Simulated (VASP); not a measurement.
# Si62As (a cell with a defect) in VASP: further runs

Si62As (a cell with a defect) is run at these levels: LDA; tasks: single point.

Program: VASP 6.6.1. These are calculated values, not measurements. Logs are shortened: lines on timing, memory, paths and dates and some standing lists are left out, and cuts for length are marked.

## 1. The cell of the first run

The cell holds a defect, 63 atoms: a = 10.860 Å, b = 10.860 Å, c = 10.860 Å, α = 90.00°, β = 90.00°, γ = 90.00°.

## 2. Single point, LDA

The input, INCAR:

```
SYSTEM = Si62As
PREC = Accurate
ENCUT = 520
EDIFF = 1E-7
ISMEAR = -1
SIGMA = 0.05
LREAL = Auto
LASPH = .TRUE.
NELM = 60
ALGO = Normal
ISIF = 2
LWAVE = .FALSE.
LCHARG = .FALSE.
GGA = CA
NELECT = 252.0
NBANDS = 164
```

The input, KPOINTS:

```
Automatic mesh
0
G
  1 1 1
  0 0 0
```

The input, POSCAR:

```
Si62As
1.0
   10.8600000000      0.0000000000      0.0000000000
    0.0000000000     10.8600000000      0.0000000000
    0.0000000000      0.0000000000     10.8600000000
Si As
62 1
Direct
    0.4988764273      0.0011235727     -0.0013090239
    0.6226953959      0.1250616022      0.1249383978
    0.7503808471      0.2492953959      0.0007046041
    0.8761065378      0.3758897790      0.1262172192
    0.7459581952     -0.0003962247      0.2503962247
    0.8721104052      0.1245708103      0.3740365562
   -0.0007031308     -0.0006952118     -0.0002073665
    0.1238049724      0.1256070902      0.1243929098
    0.2494354512      0.2505645488     -0.0005645488
    0.3743929098      0.3761950276      0.1243929098
    0.5006952118      0.5007031308     -0.0002073665
    0.6240365562      0.6278895948      0.1254291897
    0.7494252302      0.7505747698     -0.0007267956
    0.8721104052      0.8759634438      0.1254291897
    0.2486909761      0.0011235727      0.2488764273
    0.3749383978      0.1250616022      0.3726953959
    0.4988764273      0.2513090239      0.2488764273
    0.6243657459      0.3750826888      0.3743657459
    0.7472631676      0.5022438306      0.2506692449
    0.8812662983      0.6187337017      0.3709098527
    0.5003962247     -0.0003962247      0.4959581952
    0.6240365562      0.1245708103      0.6221104052
    0.7494252302      0.2507267956      0.4994252302
    0.8747502762      0.3745182320      0.6247502762
    0.7472631676     -0.0006692449      0.7477561694
    0.8761065378      0.1237827808      0.8741102210
   -0.0003948435      0.5003948435     -0.0001192449
    0.1241102210      0.6238934622      0.1262172192
    0.2507046041      0.7496191529      0.0007046041
    0.3749383978      0.8773046041      0.1249383978
   -0.0007031308      0.2502073665      0.2506952118
    0.1263873849      0.3736126151      0.3752687845
    0.2497926335      0.5007031308      0.2506952118
    0.3754291897      0.6278895948      0.3740365562
    0.5003962247      0.7540418048      0.2503962247
   -0.0022438306     -0.0006692449      0.4972631676
    0.1241102210      0.1237827808      0.6261065378
    0.2507046041      0.2492953959      0.5003808471
    0.3762172192      0.3758897790      0.6261065378
    0.5006692449      0.5022438306      0.4972631676
    0.6209098527      0.6187337017      0.6312662983
    0.8812662983      0.8790901473      0.6312662983
    0.2497926335     -0.0006952118      0.7492968692
    0.3743929098      0.1256070902      0.8738049724
    0.5006952118      0.2502073665      0.7492968692
    0.6252687845      0.3736126151      0.8763873849
    0.7510498158      0.4993132597      0.7506867403
    0.8747502762      0.6252497238      0.8754817680
   -0.0022438306      0.7527368324      0.2506692449
    0.1249173112      0.8756342541      0.3743657459
    0.0006867403      0.4993132597      0.5010498158
    0.1254817680      0.6252497238      0.6247502762
    0.2492732044      0.7505747698      0.4994252302
    0.3754291897      0.8759634438      0.6221104052
   -0.0003948435      0.2501192449      0.7496051565
    0.1248774401      0.3751225599      0.8748774401
    0.2498807551      0.5003948435      0.7496051565
    0.3762172192      0.6238934622      0.8741102210
    0.5006692449      0.7527368324      0.7477561694
    0.6243657459      0.8756342541      0.8749173112
    0.0006867403      0.7489501842      0.7506867403
    0.1263873849      0.8747312155      0.8763873849
    0.6388181400      0.8611818600      0.3888181400
```

Potentials or basis: VASP PAW LDA potentials, release 64 (Si, As).

Command:

```
cat potpaw_LDA.64/Si/POTCAR potpaw_LDA.64/As/POTCAR > POTCAR
mpirun -np 1 vasp_gam > vasp.out
```

OUTCAR:

```text
SYSTEM = Si62As
   PREC = Accurate
   ENCUT = 520
   EDIFF = 1E-7
   ISMEAR = -1
   LREAL = Auto
   LASPH = .TRUE.
   NELM = 60
   ISIF = 2
   GGA = CA
   NELECT = 252.0

 ion  position               nearest neighbor table
   1  0.499  0.001  0.999-  44 2.34  30 2.35   2 2.35  60 2.35
   2  0.623  0.125  0.125-   1 2.35  17 2.35   5 2.35   3 2.36
   3  0.750  0.249  0.001-  46 2.34   2 2.36  26 2.37   4 2.37
   4  0.876  0.376  0.126-  31 2.34  27 2.35   3 2.37  19 2.38
   5  0.746  1.000  0.250-   2 2.35   6 2.35  14 2.35  63 2.42
   6  0.872  0.125  0.374-  36 2.35  23 2.35   5 2.35  31 2.36
[... 54 lines left out ...]
  61  0.001  0.749  0.751-  42 2.32  48 2.35  52 2.35  62 2.36
  62  0.126  0.875  0.876-  29 2.34   7 2.35  43 2.35  61 2.36
  63  0.639  0.861  0.389-   5 2.42  21 2.42  35 2.42

  LATTYP: Found a simple cubic cell.
 ALAT       =    10.8600000000

  Lattice vectors:

 A1 = (  10.8600000000,   0.0000000000,   0.0000000000)
 A2 = (   0.0000000000,  10.8600000000,   0.0000000000)
 A3 = (   0.0000000000,   0.0000000000,  10.8600000000)

Analysis of symmetry for initial positions (statically):
=====================================================================
 Subroutine PRICEL returns:
 Original cell was already a primitive cell.

 Routine SETGRP: Setting up the symmetry group for a
 simple cubic supercell.

 Subroutine GETGRP returns: Found  6 space group operations
 (whereof  1 operations were pure point group operations)
 out of a pool of 48 trial point group operations.

The static configuration has the point symmetry C_1 .
 The point group associated with its full space group is C_3v.

Analysis of symmetry for dynamics (positions and initial velocities):
=====================================================================
 Subroutine PRICEL returns:
 Original cell was already a primitive cell.

 Routine SETGRP: Setting up the symmetry group for a
 simple cubic supercell.

 Subroutine GETGRP returns: Found  6 space group operations
 (whereof  1 operations were pure point group operations)
 out of a pool of 48 trial point group operations.

The dynamic configuration has the point symmetry C_1 .
 The point group associated with its full space group is C_3v.

 Subroutine INISYM returns: Found  6 space group operations
 (whereof  1 operations are pure point group operations),
 and found     1 'primitive' translations

----------------------------------------------------------------------------------------
[... 196 lines left out ...]
   NFREE  =      0    steps in history (QN), initial steepest desc. (CG)
   ISIF   =      2    stress and relaxation
   ISYM   =      2    0-nonsym 1-usesym 2-fastsym
   POTIM  = 0.5000    time-step for ionic-motion
   TEBEG  =    0.0;   TEEND  =   0.0 temperature during run
   PSTRESS=    0.0 pullay stress
   NELECT =     252.0000    total number of electrons
   NUPDOWN=      -1.0000    fix difference up-down
   EMIN   =  10.00;   EMAX   =-10.00  energy-range for DOS
   EFERMI =   0.00;   METHOD = LEGACY
   ISMEAR =    -1;   SIGMA  =   0.05  broadening in eV -4-tet -1-fermi 0-gaus
   EFERMI_NEDOS =   21; number of points for ismear=-14 and -15
   IALGO  =     38    algorithm
   IMIX   =      4    mixing-type and parameters
     AMIX     =   0.40;   BMIX     =  1.00
     AMIX_MAG =   1.60;   BMIX_MAG =  1.00
  volume/ion in A,a.u.               =      20.33       137.20
  Fermi-wavevector in a.u.,A,eV,Ry     =   0.952164  1.799329 12.335269  0.906617
  Thomas-Fermi vector in A             =   2.080702
   LORBIT       =      0    0 simple, 1 ext, 2 COOP (PROOUT), +10 PAW based schemes
   GGA     = CA    functional components
   LHFCALC =     F    Hartree Fock is set to
   AEXX    =    0.0000 exact exchange contribution
   IVDW    =     0    specifies the selected vdW correction
   LEPSILON=     F    determine dielectric tensor
   LRPA    =     F    only Hartree local field effects (RPA)
 non-spin polarized calculation
  energy-cutoff  :      520.00
  volume of cell :     1280.82
 maximum number of plane-waves:     17229
 NGX is ok and might be reduce to    84
   NGX = 41   NGY = 41   NGZ = 41

 number of electron     251.9999982 magnetization

 Free energy of the ion-electron system (eV)
  ---------------------------------------------------
  ext. energy  EPLUGINS =         0.00000000
  ---------------------------------------------------
  free energy    TOTEN  =      -371.67872423 eV

  energy without entropy =     -371.65230107  energy(sigma->0) =     -371.66551265

 E-fermi :   5.9711     XC(G=0):  -9.5298

 val. band max:        5.7861555579   @ k =   0.0000   0.0000   0.0000
 cond. band min:       6.2070996273   @ k =   0.0000   0.0000   0.0000
 fundamental gap:      0.4209440694
 Fermi energy:         5.9710871527

 k-point     1 :       0.0000    0.0000    0.0000
  band No.  band energies     occupation
      1      -6.4214      2.00000
      2      -5.8798      2.00000
      3      -5.2407      2.00000
      4      -5.2407      2.00000
      5      -5.2312      2.00000
      6      -5.2312      2.00000
[... 130 lines left out ...]
    137       6.6921      0.00000
    138       6.8252      0.00000
 [bands above 138 left out]

------------------------ aborting loop because EDIFF is reached ----------------------------------------

  FORCE on cell =-STRESS in cart. coord.  units (eV):
  Direction    XX          YY          ZZ          XY          YZ          ZX
  --------------------------------------------------------------------------------------
  -------------------------------------------------------------------------------------
  Total      -17.5036841    -17.5036841    -17.5036841     -3.1213546     -3.1213546      3.1213546
  in kB      -21.8952835    -21.8952835    -21.8952835     -3.9044891     -3.9044891      3.9044891
  external PRESSURE =     -21.8952835 kB  Pullay stress =       0.0000000 kB

 VOLUME and BASIS-vectors are now :
 -----------------------------------------------------------------------------
  energy-cutoff  :      520.00
  volume of cell :     1280.82
      direct lattice vectors                 reciprocal lattice vectors
    10.860000000  0.000000000  0.000000000     0.092081031  0.000000000  0.000000000
     0.000000000 10.860000000  0.000000000     0.000000000  0.092081031  0.000000000
     0.000000000  0.000000000 10.860000000     0.000000000  0.000000000  0.092081031

 POSITION                                       TOTAL-FORCE (eV/Angst)
 -----------------------------------------------------------------------------------
      5.41780      0.01220     10.84578        -0.004189      0.004189     -0.018063
      6.76247      1.35817      1.35683         0.020389     -0.004609      0.004609
      8.14914      2.70735      0.00765        -0.011845     -0.008151      0.008151
      9.51452      4.08216      1.37072         0.004459      0.004363      0.003271
      8.10111     10.85570      2.71930        -0.016939      0.028064     -0.028064
      9.47112      1.35284      4.06204         0.011036      0.010692      0.002747
[... 55 lines left out ...]
      1.37257      9.49958      9.51757        -0.009862     -0.007328     -0.009862
      6.93757      9.35243      4.22257         0.032695     -0.032695      0.032695
 -----------------------------------------------------------------------------------
    total drift:                               -0.027028      0.027028     -0.027028

  FREE ENERGIE OF THE ION-ELECTRON SYSTEM (eV)
  ---------------------------------------------------
  free  energy   TOTEN  =      -371.6787242285 eV

  energy  without entropy=     -371.6523010717  energy(sigma->0) =     -371.66551265
```

It took 5.6 min on 1 thread of Intel Xeon Platinum 8259CL at 2.50GHz (Skylake/Cascade Lake), shared host; peak memory 0.71 GiB.

Results:

| Quantity | Value |
| --- | --- |
| Free energy | -371.6787 eV |
| Largest force | 0.057 eV/Å |

Forces on the atoms (eV/Å):
```
Si  -0.004  0.004 -0.018
Si   0.020 -0.005  0.005
Si  -0.012 -0.008  0.008
Si   0.004  0.004  0.003
Si  -0.017  0.028 -0.028
Si   0.011  0.011  0.003
Si  -0.006  0.000 -0.004
Si   0.006 -0.003  0.003
Si   0.000  0.000  0.000
Si   0.003 -0.006  0.003
Si   0.000  0.006 -0.004
Si   0.003 -0.011 -0.011
Si   0.005 -0.005  0.007
Si   0.011 -0.003 -0.011
Si  -0.018  0.004 -0.004
Si   0.005 -0.005  0.020
Si  -0.004  0.018 -0.004
Si  -0.004 -0.006 -0.004
Si  -0.002  0.005  0.004
Si   0.003 -0.003 -0.015
Si  -0.028  0.028 -0.017
Si   0.003  0.011  0.011
Si   0.005 -0.007  0.005
Si   0.012  0.009  0.012
Si  -0.002 -0.004 -0.005
Si   0.004 -0.003 -0.004
Si  -0.003  0.003  0.013
Si  -0.004 -0.004  0.003
Si   0.008  0.012  0.008
Si   0.005 -0.020  0.005
Si  -0.006  0.004  0.000
Si  -0.010  0.010  0.007
Si  -0.004  0.006  0.000
Si  -0.011 -0.011  0.003
Si  -0.028  0.017 -0.028
Si  -0.005 -0.004 -0.002
Si  -0.004 -0.003  0.004
Si   0.008 -0.008 -0.012
Si   0.003  0.004  0.004
Si   0.004  0.005 -0.002
Si  -0.015 -0.003  0.003
Si   0.003  0.015  0.003
Si  -0.004  0.000 -0.006
Si   0.003 -0.003  0.006
Si   0.000  0.004 -0.006
Si   0.007  0.010 -0.010
Si   0.007 -0.002  0.002
Si   0.012 -0.012 -0.009
Si  -0.005  0.002  0.004
Si   0.006  0.004 -0.004
Si   0.002 -0.002  0.007
Si  -0.009 -0.012  0.012
Si   0.007 -0.005  0.005
Si  -0.011 -0.003  0.011
Si  -0.003 -0.013 -0.003
Si   0.008 -0.008  0.008
Si   0.013  0.003 -0.003
Si   0.003 -0.004 -0.004
Si   0.004  0.002 -0.005
Si  -0.004  0.004  0.006
Si   0.002 -0.007  0.002
Si  -0.010 -0.007 -0.010
As   0.033 -0.033  0.033
```

Levels at points of the mesh, in eV from the Fermi level:
| k point | band 124 | band 125 | band 126 | band 127 | band 128 | band 129 |
| --- | --- | --- | --- | --- | --- | --- |
| (0.00, 0.00, 0.00) | -0.63 | -0.63 | -0.18 | 0.24 | 0.24 | 0.30 |

Caveat: the k points lie up to 0.58 Å⁻¹ apart; the cell carries a net charge on a neutralising background, which shifts energy and pressure; the cell is charged against a uniform background, so pressure and absolute levels hang on convention.

## 3. Single point, LDA

The input, INCAR:

```
SYSTEM = Si62As
PREC = Accurate ; ENCUT = 520
EDIFF = 1E-7 ; ISMEAR = -1
SIGMA = 0.05 ; LREAL = Auto
LASPH = .TRUE. ; NELM = 100
ALGO = Normal ; ISIF = 2
LWAVE = .FALSE. ; LCHARG = .FALSE.
NELECT = 252.0 ; NBANDS = 164
```

KPOINTS is that of step 2.

The input, POSCAR:

```
Si62As
1.0
   10.8600000000      0.0000000000      0.0000000000
    0.0000000000     10.8600000000      0.0000000000
    0.0000000000      0.0000000000     10.8600000000
Si As
62 1
Direct
    0.5004929098     -0.0006485267      0.0023183241
    0.6268199816      0.1181359116      0.1318519337
    0.7488082873      0.2477120626      0.0023635359
    0.8764163904      0.3756895948      0.1241342541
    0.7525222836     -0.0091883978      0.2593410681
    0.8752413444      0.1256477901      0.3747186924
    0.0001852670      0.0014680479     -0.0007966851
    0.1265801105      0.1245165746      0.1255513812
    0.2495563536      0.2503893186     -0.0003275322
    0.3758048803      0.3729532228      0.1258715470
    0.4982102210      0.4996754144     -0.0004000000
    0.6244202578      0.6254954880      0.1247708103
    0.7497625230      0.7502055249     -0.0004438306
    0.8751412523      0.8751709024      0.1246159300
    0.2515523941     -0.0004558932      0.2504776243
    0.3799294659      0.1196662063      0.3767818600
    0.5005497238      0.2475445672      0.2507372007
    0.6245228361      0.3745603131      0.3745611418
    0.7477802947      0.5008659300      0.2492626151
    0.8712855433      0.6285536832      0.3702825046
    0.5077505525     -0.0077271639      0.5017844383
    0.6243516575      0.1254382136      0.6247870166
    0.7497510129      0.2504082873      0.4998581952
    0.8733528545      0.3776760589      0.6235186924
    0.7478367403      0.0010126151      0.7492546961
    0.8765140884      0.1259156538      0.8745852670
   -0.0017638122      0.5016834254     -0.0029786372
    0.1245965009      0.6229593002      0.1241673112
    0.2501758748      0.7505863720      0.0003464088
    0.3793618785      0.8732990792      0.1297431860
    0.0002407919      0.2509935543      0.2484033149
    0.1245800184      0.3756279006      0.3750140884
    0.2497425414      0.4997465930      0.2487592081
    0.3748990792      0.6256412523      0.3750287293
    0.5071152855      0.7484597606      0.2572337937
   -0.0006232965      0.0011470534      0.4983448435
    0.1247446593      0.1259040516      0.6270921731
    0.2507360958      0.2491689687      0.4993279926
    0.3739859116      0.3758406998      0.6267115101
    0.4994967772      0.5007630755      0.4981826888
    0.6202841621      0.6259173112      0.6240447514
    0.8704313996      0.8800058932      0.6205430939
    0.2497020258      0.0011995396      0.7502862799
    0.3757353591      0.1242775322      0.8770212707
    0.4981346225      0.2506376611      0.7504002762
    0.6245906077      0.3740000921      0.8761281768
    0.7470067219      0.5028555249      0.7470789134
    0.8732642726      0.6266349908      0.8721215470
   -0.0006658379      0.7516215470      0.2491852670
    0.1250079190      0.8754784530      0.3746536832
   -0.0052198895      0.5047302026      0.4969785451
    0.1213913444      0.6267236648      0.6233296501
    0.2490475138      0.7501237569      0.4999532228
    0.3749424494      0.8749300184      0.6245559853
   -0.0016425414      0.2528984346      0.7485064457
    0.1247362799      0.3752853591      0.8748325967
    0.2465902394      0.5018563536      0.7482034070
    0.3739964088      0.6232317680      0.8742890424
    0.4995423573      0.7517225599      0.7493271639
    0.6245659300      0.8755262431      0.8754031308
   -0.0058940147      0.7531706262      0.7445172192
    0.1239927256      0.8749495396      0.8739127072
    0.6699821363      0.8322437385      0.4184808471
```

Potentials or basis: VASP PAW LDA potentials, release 64 (Si, As).

Command:

```
cat potpaw_LDA.64/Si/POTCAR potpaw_LDA.64/As/POTCAR > POTCAR
mpirun -np 1 vasp_gam > vasp.out
```

It took 2.3 min on 1 thread of AMD EPYC 9R45 (Zen 5), shared host; peak memory 0.68 GiB.

Results (log left out):

```
Free energy   : -371.2345 eV
Largest force : 0.967 eV/Å
```

Forces in eV/Å, atoms in the order of the input:
```
Si  -0.002 -0.001 -0.002
Si  -0.017  0.000  0.000
Si  -0.004 -0.017  0.017
Si   0.009 -0.001  0.005
Si  -0.031  0.004 -0.004
Si  -0.014 -0.010 -0.001
Si   0.001 -0.023  0.004
Si  -0.006  0.000  0.001
Si   0.010 -0.011  0.011
Si  -0.004  0.007 -0.003
Si   0.033  0.003  0.008
Si  -0.010 -0.002 -0.001
Si  -0.002  0.001 -0.004
Si  -0.014  0.002  0.011
Si   0.002  0.000 -0.001
Si   0.013 -0.011 -0.018
Si  -0.001  0.003  0.001
Si   0.008 -0.013  0.005
Si  -0.019 -0.002 -0.003
Si   0.130 -0.133  0.006
Si   0.047 -0.044 -0.036
Si  -0.007 -0.001 -0.002
Si  -0.002  0.006 -0.001
Si  -0.001 -0.012 -0.002
Si  -0.023 -0.001  0.000
Si   0.010 -0.006  0.001
Si   0.004 -0.004  0.007
Si  -0.003 -0.006  0.010
Si   0.030  0.008  0.035
Si   0.018  0.017  0.017
Si   0.001 -0.006  0.024
Si   0.025 -0.029 -0.008
Si   0.006  0.001  0.031
Si   0.001 -0.003 -0.016
Si   0.066  0.039  0.062
Si  -0.004 -0.006 -0.022
Si  -0.003 -0.010  0.007
Si   0.024 -0.031 -0.005
Si   0.006  0.001  0.006
Si  -0.008 -0.003 -0.014
Si  -0.007 -0.108  0.108
Si   0.135 -0.013  0.138
Si   0.005 -0.029  0.001
Si  -0.003  0.001 -0.007
Si   0.030 -0.006 -0.002
Si  -0.015 -0.018  0.017
Si   0.019 -0.036  0.038
Si  -0.001  0.002  0.013
Si  -0.002  0.018  0.003
Si   0.018 -0.006  0.006
Si   0.050 -0.045  0.012
Si   0.014  0.001  0.000
Si   0.002  0.001 -0.001
Si   0.001  0.015  0.002
Si   0.003 -0.007  0.003
Si  -0.004  0.003 -0.005
Si   0.008 -0.005  0.005
Si   0.007 -0.005 -0.002
Si  -0.006  0.013  0.003
Si   0.007 -0.005  0.014
Si   0.050 -0.011  0.047
Si   0.025  0.007  0.028
As  -0.602  0.526 -0.544
```

Levels at points of the mesh, in eV from the Fermi level:
```
           k point  band 123  band 124  band 125  band 126  band 127  band 128  band 129  band 130
(0.00, 0.00, 0.00)     -0.79     -0.69     -0.68     -0.18      0.22      0.23      0.29      0.31
```

Caveat: the k points lie up to 0.58 Å⁻¹ apart; the cell carries a net charge on a neutralising background, which shifts energy and pressure; the cell is charged against a uniform background, so pressure and absolute levels hang on convention.
